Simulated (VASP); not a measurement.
# ZnO (Fm-3m) in VASP: notebook

The runs below take ZnO through single point, with PBE, LDA.

All numbers are computed with VASP 6.6.1; they aren't measurements. Logs are shortened: lines on timing, memory, paths and dates and some standing lists are left out, and cuts for length are marked.

## (1) The cell of the first run

Symmetry: Fm-3m, No. 225, cubic system. Conventional cell: a = 4.330 Å, b = 4.330 Å, c = 4.330 Å, α = 90.00°, β = 90.00°, γ = 90.00°. Zn (site symmetry m-3m) has 6 O at 2.16 Å within 2.9 Å. O (site symmetry m-3m) has 6 Zn at 2.16 Å within 2.9 Å.

## (2) Single point, PBE

INCAR reads:

```
SYSTEM = ZnO
PREC = Accurate
ENCUT = 520
EDIFF = 1E-7
ISMEAR = 0
SIGMA = 0.02
LREAL = .FALSE.
LASPH = .TRUE.
NELM = 100
ALGO = Normal
ISIF = 2
LWAVE = .FALSE.
LCHARG = .TRUE.
GGA = PE
LELF = .TRUE.
LVHAR = .TRUE.
NBANDS = 16
```

KPOINTS reads:

```
Automatic mesh
0
G
  12 12 12
  0 0 0
```

POSCAR reads:

```
ZnO
1.0
    0.0000000000      2.1648613428      2.1648613428
    2.1648613428      0.0000000000      2.1648613428
    2.1648613428      2.1648613428      0.0000000000
Zn O
1 1
Direct
    0.0000000000      0.0000000000      0.0000000000
    0.5000000000      0.5000000000      0.5000000000
```

Potentials or basis: VASP PAW PBE potentials, release 64 (Zn, O).

Launch:

```console
cat potpaw_PBE.64/Zn/POTCAR potpaw_PBE.64/O/POTCAR > POTCAR
mpirun -np 1 vasp_std > vasp.out
```

OUTCAR:

```text
SYSTEM = ZnO
   PREC = Accurate
   ENCUT = 520
   EDIFF = 1E-7
   ISMEAR = 0
   LREAL = .FALSE.
   LASPH = .TRUE.
   NELM = 100
   ISIF = 2
   GGA = PE

 ion  position               nearest neighbor table
   1  0.000  0.000  0.000-   2 2.16   2 2.16   2 2.16   2 2.16   2 2.16   2 2.16
   2  0.500  0.500  0.500-   1 2.16   1 2.16   1 2.16   1 2.16   1 2.16   1 2.16

  LATTYP: Found a face centered cubic cell.
 ALAT       =     4.3297226856

  Lattice vectors:

 A1 = (   0.0000000000,   2.1648613428,   2.1648613428)
 A2 = (   2.1648613428,   0.0000000000,   2.1648613428)
 A3 = (   2.1648613428,   2.1648613428,   0.0000000000)

Analysis of symmetry for initial positions (statically):
=====================================================================
 Subroutine PRICEL returns:
 Original cell was already a primitive cell.

 Routine SETGRP: Setting up the symmetry group for a
 face centered cubic supercell.

 Subroutine GETGRP returns: Found 48 space group operations
 (whereof 48 operations were pure point group operations)
 out of a pool of 48 trial point group operations.

The static configuration has the point symmetry O_h .

Analysis of symmetry for dynamics (positions and initial velocities):
=====================================================================
 Subroutine PRICEL returns:
 Original cell was already a primitive cell.

 Routine SETGRP: Setting up the symmetry group for a
 face centered cubic supercell.

 Subroutine GETGRP returns: Found 48 space group operations
 (whereof 48 operations were pure point group operations)
 out of a pool of 48 trial point group operations.

The dynamic configuration has the point symmetry O_h .

 Subroutine INISYM returns: Found 48 space group operations
 (whereof 48 operations are pure point group operations),
 and found     1 'primitive' translations

----------------------------------------------------------------------------------------

                                     Primitive cell

  volume of cell :      20.2918

  direct lattice vectors                    reciprocal lattice vectors
     0.000000000  2.164861343  2.164861343    -0.230961674  0.230961674  0.230961674
     2.164861343  0.000000000  2.164861343     0.230961674 -0.230961674  0.230961674
     2.164861343  2.164861343  0.000000000     0.230961674  0.230961674 -0.230961674

  length of vectors
     3.061576272  3.061576272  3.061576272     0.400037354  0.400037354  0.400037354

  position of ions in fractional coordinates (direct lattice)
     0.000000000  0.000000000  0.000000000
     0.500000000  0.500000000  0.500000000

  ion indices of the primitive-cell ions
   primitive index   ion index
                 1           1
                 2           2

----------------------------------------------------------------------------------------

 KPOINTS: Automatic mesh

Automatic generation of k-mesh.
 Grid dimensions read from file:
 generate k-points for:   12   12   12

 Generating k-lattice:

  Cartesian coordinates                     Fractional coordinates (reciprocal lattice)
    -0.019246806  0.019246806  0.019246806     0.083333333  0.000000000  0.000000000
     0.019246806 -0.019246806  0.019246806     0.000000000  0.083333333  0.000000000
     0.019246806  0.019246806 -0.019246806     0.000000000  0.000000000  0.083333333

  Length of vectors
     0.033336446  0.033336446  0.033336446

  Shift w.r.t. Gamma in fractional coordinates (k-lattice)
     0.000000000  0.000000000  0.000000000

 Subroutine IBZKPT returns following result:
 ===========================================

 Found     72 irreducible k-points:

 Following reciprocal coordinates:
            Coordinates               Weight
  0.000000  0.000000  0.000000      1.000000
  0.083333  0.000000  0.000000      8.000000
  0.166667  0.000000  0.000000      8.000000
  0.250000  0.000000  0.000000      8.000000
  0.333333  0.000000  0.000000      8.000000
  0.416667  0.000000  0.000000      8.000000
[... 16 lines left out ...]
  0.500000  0.166667  0.000000     24.000000
 -0.416667  0.166667  0.000000     24.000000
 [... further k-points ...]
   k-points           NKPTS =     72   k-points in BZ     NKDIM =     72   number of bands    NBANDS=     16
   number of dos      NEDOS =    301   number of ions     NIONS =      2
   total plane-waves  NPLWV =  13824
   dimension x,y,z NGX =    24 NGY =   24 NGZ =   24
   dimension x,y,z NGXF=    48 NGYF=   48 NGZF=   48
   ions per type =               1   1
   NGX,Y,Z   is equivalent  to a cutoff of  13.03, 13.03, 13.03 a.u.
   NGXF,Y,Z  is equivalent  to a cutoff of  26.06, 26.06, 26.06 a.u.
 SYSTEM =  ZnO
   PREC   = accura    normal or accurate (medium, high low for compatibility)
   ISTART =      0    job   : 0-new  1-cont  2-samecut
   ICHARG =      2    charge: 1-file 2-atom 10-const
   ISPIN  =      1    spin polarized calculation?
   LNONCOLLINEAR =      F non collinear calculations
   LSORBIT =      F    spin-orbit coupling
   LASPH  =      T    aspherical Exc in radial PAW
   ENCUT  =  520.0 eV  38.22 Ry    6.18 a.u.   5.69  5.69  5.69*2*pi/ulx,y,z
   NELM   =    100;   NELMIN=  2; NELMDL= -5     # of ELM steps
   EDIFF  = 0.1E-06   stopping-criterion for ELM
   LREAL  =      F    real-space projection
   EDIFFG = 0.1E-05   stopping-criterion for IOM
   NSW    =      0    number of steps for IOM
   IBRION =     -1    ionic relax: 0-MD 1-quasi-New 2-CG
   NFREE  =      0    steps in history (QN), initial steepest desc. (CG)
   ISIF   =      2    stress and relaxation
   ISYM   =      2    0-nonsym 1-usesym 2-fastsym
   POTIM  = 0.5000    time-step for ionic-motion
   TEBEG  =    0.0;   TEEND  =   0.0 temperature during run
   PSTRESS=    0.0 pullay stress
   NELECT =      18.0000    total number of electrons
   NUPDOWN=      -1.0000    fix difference up-down
   EMIN   =  10.00;   EMAX   =-10.00  energy-range for DOS
   EFERMI =   0.00;   METHOD = LEGACY
   ISMEAR =     0;   SIGMA  =   0.02  broadening in eV -4-tet -1-fermi 0-gaus
   EFERMI_NEDOS =   21; number of points for ismear=-14 and -15
   IALGO  =     38    algorithm
   IMIX   =      4    mixing-type and parameters
     AMIX     =   0.40;   BMIX     =  1.00
     AMIX_MAG =   1.60;   BMIX_MAG =  1.00
  volume/ion in A,a.u.               =      10.15        68.47
  Fermi-wavevector in a.u.,A,eV,Ry     =   1.572989  2.972517 33.664803  2.474293
  Thomas-Fermi vector in A             =   2.674340
   LORBIT       =      0    0 simple, 1 ext, 2 COOP (PROOUT), +10 PAW based schemes
   GGA     = PE    functional components
   LHFCALC =     F    Hartree Fock is set to
   AEXX    =    0.0000 exact exchange contribution
   IVDW    =     0    specifies the selected vdW correction
   LEPSILON=     F    determine dielectric tensor
   LRPA    =     F    only Hartree local field effects (RPA)
 non-spin polarized calculation
 Gauss-broadening in eV      SIGMA  =   0.02
  energy-cutoff  :      520.00
  volume of cell :       20.29
 maximum number of plane-waves:       568
   NGX = 11   NGY = 11   NGZ = 11

 number of electron      18.0000011 magnetization

 Free energy of the ion-electron system (eV)
  ---------------------------------------------------
  ext. energy  EPLUGINS =         0.00000000
  ---------------------------------------------------
  free energy    TOTEN  =        -8.63196026 eV

  energy without entropy =       -8.63196026  energy(sigma->0) =       -8.63196026

 E-fermi :   2.5284     XC(G=0): -12.0983

 val. band max:        2.3798970903   @ k =   0.5000   0.0000   0.0000
 cond. band min:       3.1023458630   @ k =   0.0000   0.0000   0.0000
 fundamental gap:      0.7224487728
 Fermi energy:         2.5283690341

 k-point     1 :       0.0000    0.0000    0.0000
  band No.  band energies     occupation
      1     -15.9013      2.00000
      2      -2.4211      2.00000
      3      -2.4211      2.00000
      4      -2.4211      2.00000
      5      -2.2212      2.00000
      6      -2.2212      2.00000
[... 8 lines left out ...]
     15      21.2984      0.00000
     16      21.2984      0.00000

 k-point     2 :       0.0833    0.0000    0.0000
  band No.  band energies     occupation
      1     -15.8289      2.00000
      2      -2.4674      2.00000
      3      -2.4221      2.00000
      4      -2.4221      2.00000
      5      -2.2860      2.00000
      6      -2.2860      2.00000
[... 8 lines left out ...]
     15      21.4843      0.00000
     16      21.4844      0.00000

 k-point     3 :       0.1667    0.0000    0.0000
  band No.  band energies     occupation
      1     -15.6244      2.00000
      2      -2.6763      2.00000
      3      -2.5737      2.00000
      4      -2.5737      2.00000
      5      -2.2918      2.00000
      6      -2.2918      2.00000
[... 8 lines left out ...]
     15      22.0890      0.00000
     16      22.0890      0.00000

 k-point     4 :       0.2500    0.0000    0.0000
  band No.  band energies     occupation
      1     -15.3248      2.00000
      2      -3.2032      2.00000
      3      -2.8308      2.00000
      4      -2.8308      2.00000
      5      -2.2103      2.00000
      6      -2.2103      2.00000
[... 8 lines left out ...]
     15      23.0814      0.00000
     16      23.0814      0.00000

 k-point     5 :       0.3333    0.0000    0.0000
  band No.  band energies     occupation
      1     -14.9976      2.00000
      2      -3.9219      2.00000
      3      -3.0639      2.00000
      4      -3.0639      2.00000
      5      -2.1207      2.00000
      6      -2.1207      2.00000
[... 8 lines left out ...]
     15      24.3794      0.00000
     16      24.3794      0.00000

 k-point     6 :       0.4167    0.0000    0.0000
  band No.  band energies     occupation
      1     -14.7359      2.00000
      2      -4.4946      2.00000
      3      -3.2208      2.00000
      4      -3.2208      2.00000
      5      -2.0533      2.00000
      6      -2.0533      2.00000
[... 8 lines left out ...]
     15      25.7788      0.00000
     16      25.7788      0.00000

 k-point     7 :       0.5000    0.0000    0.0000
  band No.  band energies     occupation
      1     -14.6347      2.00000
      2      -4.7090      2.00000
      3      -3.2758      2.00000
      4      -3.2758      2.00000
      5      -2.0283      2.00000
      6      -2.0283      2.00000
[... 8 lines left out ...]
     15      26.5609      0.00000
     16      26.5609      0.00000

 k-point     8 :       0.0833    0.0833    0.0000
  band No.  band energies     occupation
      1     -15.8057      2.00000
      2      -2.4472      2.00000
      3      -2.4404      2.00000
      4      -2.4204      2.00000
      5      -2.4204      2.00000
      6      -2.2087      2.00000
[... 8 lines left out ...]
     15      23.0115      0.00000
     16      23.0160      0.00000

 k-point     9 :       0.1667    0.0833    0.0000
  band No.  band energies     occupation
      1     -15.6475      2.00000
      2      -2.7255      2.00000
      3      -2.5344      2.00000
      4      -2.4618      2.00000
      5      -2.3748      2.00000
      6      -2.2172      2.00000
[... 8 lines left out ...]
     15      22.8616      0.00000
     16      23.7986      0.00000
[... 172 lines left out ...]
 k-point    19 :       0.1667    0.1667    0.0000
  band No.  band energies     occupation
      1     -15.5444      2.00000
      2      -2.9744      2.00000
      3      -2.5187      2.00000
      4      -2.4020      2.00000
      5      -2.4020      2.00000
      6      -2.1745      2.00000
[... 8 lines left out ...]
     15      25.6851      0.00000
     16      25.6851      0.00000

 k-point    20 :       0.2500    0.1667    0.0000
  band No.  band energies     occupation
      1     -15.3345      2.00000
      2      -3.2779      2.00000
      3      -2.6241      2.00000
      4      -2.4635      2.00000
      5      -2.3546      2.00000
      6      -2.1381      2.00000
[... 8 lines left out ...]
     15      25.7918      0.00000
     16      26.3330      0.00000

 k-point    21 :       0.3333    0.1667    0.0000
  band No.  band energies     occupation
      1     -15.0616      2.00000
      2      -3.6006      2.00000
      3      -2.8476      2.00000
      4      -2.6616      2.00000
      5      -2.2800      2.00000
      6      -2.0689      2.00000
[... 8 lines left out ...]
     15      25.7716      0.00000
     16      26.7769      0.00000

 k-point    22 :       0.4167    0.1667    0.0000
  band No.  band energies     occupation
      1     -14.7935      2.00000
      2      -3.9425      2.00000
      3      -3.0926      2.00000
      4      -2.8895      2.00000
      5      -2.1899      2.00000
      6      -2.0160      2.00000
[... 8 lines left out ...]
     15      25.8223      0.00000
     16      27.3501      0.00000

 k-point    23 :       0.5000    0.1667    0.0000
  band No.  band energies     occupation
      1     -14.6115      2.00000
      2      -4.2230      2.00000
      3      -3.2087      2.00000
      4      -3.0726      2.00000
      5      -2.1017      2.00000
      6      -2.0060      2.00000
[... 8 lines left out ...]
     15      25.5629      0.00000
     16      27.1612      0.00000

 k-point    24 :      -0.4167    0.1667    0.0000
  band No.  band energies     occupation
      1     -14.5807      2.00000
      2      -4.3000      2.00000
      3      -3.1764      2.00000
      4      -3.1735      2.00000
      5      -2.0432      2.00000
      6      -2.0386      2.00000
[... 8 lines left out ...]
     15      24.9873      0.00000
     16      25.7451      0.00000

 [... further k-points ...]
[... 5 lines left out ...]
  --------------------------------------------------------------------------------------
  -------------------------------------------------------------------------------------
  Total        0.1239453      0.1239453      0.1239453     -0.0000000      0.0000000     -0.0000000
  in kB        9.7863436      9.7863436      9.7863436     -0.0000000      0.0000000     -0.0000000
  external PRESSURE =       9.7863436 kB  Pullay stress =       0.0000000 kB

 VOLUME and BASIS-vectors are now :
 -----------------------------------------------------------------------------
  energy-cutoff  :      520.00
  volume of cell :       20.29
      direct lattice vectors                 reciprocal lattice vectors
     0.000000000  2.164861343  2.164861343    -0.230961674  0.230961674  0.230961674
     2.164861343  0.000000000  2.164861343     0.230961674 -0.230961674  0.230961674
     2.164861343  2.164861343  0.000000000     0.230961674  0.230961674 -0.230961674

 POSITION                                       TOTAL-FORCE (eV/Angst)
 -----------------------------------------------------------------------------------
      0.00000      0.00000      0.00000        -0.000000      0.000000     -0.000000
      2.16486      2.16486      2.16486         0.000000     -0.000000      0.000000
 -----------------------------------------------------------------------------------
    total drift:                                0.000000     -0.000000     -0.000000

  FREE ENERGIE OF THE ION-ELECTRON SYSTEM (eV)
  ---------------------------------------------------
  free  energy   TOTEN  =        -8.6319602583 eV

  energy  without entropy=       -8.6319602583  energy(sigma->0) =       -8.63196026
```

Wall time 8.1 s (1 thread of Intel Xeon 6975P-C (Granite Rapids), shared host); peak memory 0.15 GiB.

Results:

| Property | Result |
| --- | --- |
| Free energy | -8.6320 eV |
| Pressure | 1.0 GPa |
| Band gap on the k mesh | 0.72 eV, indirect (least direct gap 1.96 eV) |

A k mesh can miss the band edges.

## (3) Single point, LDA

INCAR reads:

```
SYSTEM = ZnO
ALGO = Normal
EDIFF = 1E-6
ENCUT = 520
ISIF = 2
ISMEAR = 0
LASPH = .True.
LCHARG = .True.
LELF = .True.
LREAL = .False.
LVHAR = .True.
LWAVE = .False.
NBANDS = 16
NELM = 80
PREC = Accurate
SIGMA = 0.02
```

KPOINTS reads:

```
k-points
0
Gamma
  12 12 12
  0 0 0
```

POSCAR is that of step 2.

Potentials or basis: VASP PAW LDA potentials, release 64 (Zn, O).

Launch:

```console
cat potpaw_LDA.64/Zn/POTCAR potpaw_LDA.64/O/POTCAR > POTCAR
mpirun -np 1 vasp_std > vasp.out
```

Run time: 6.2 s. Hardware: 1 thread of Intel Xeon 6975P-C (Granite Rapids), shared host; peak memory 0.14 GiB.

It converged, with:

| Quantity | Value |
| --- | --- |
| Free energy | -10.3012 eV |
| Pressure | -13.0 GPa |
| Band gap on the k mesh | 0.71 eV, indirect (least direct gap 1.95 eV) |

Levels at points of the mesh, in eV from the valence-band top:
| k point | band 7 | band 8 | band 9 | band 10 | band 11 | band 12 |
| --- | --- | --- | --- | --- | --- | --- |
| (0.00, 0.00, 0.00) | -1.24 | -1.24 | -1.24 | 0.71 | 17.63 | 17.63 |
| (0.50, 0.00, 0.00) | -3.67 | 0.00 | 0.00 | 5.28 | 8.65 | 12.39 |
| (0.50, 0.50, 0.00) | -4.10 | -2.64 | -2.64 | 3.86 | 10.32 | 11.09 |

A k mesh can miss the band edges. Expect the measured gap to be larger: semilocal functionals such as LDA lack the derivative discontinuity.
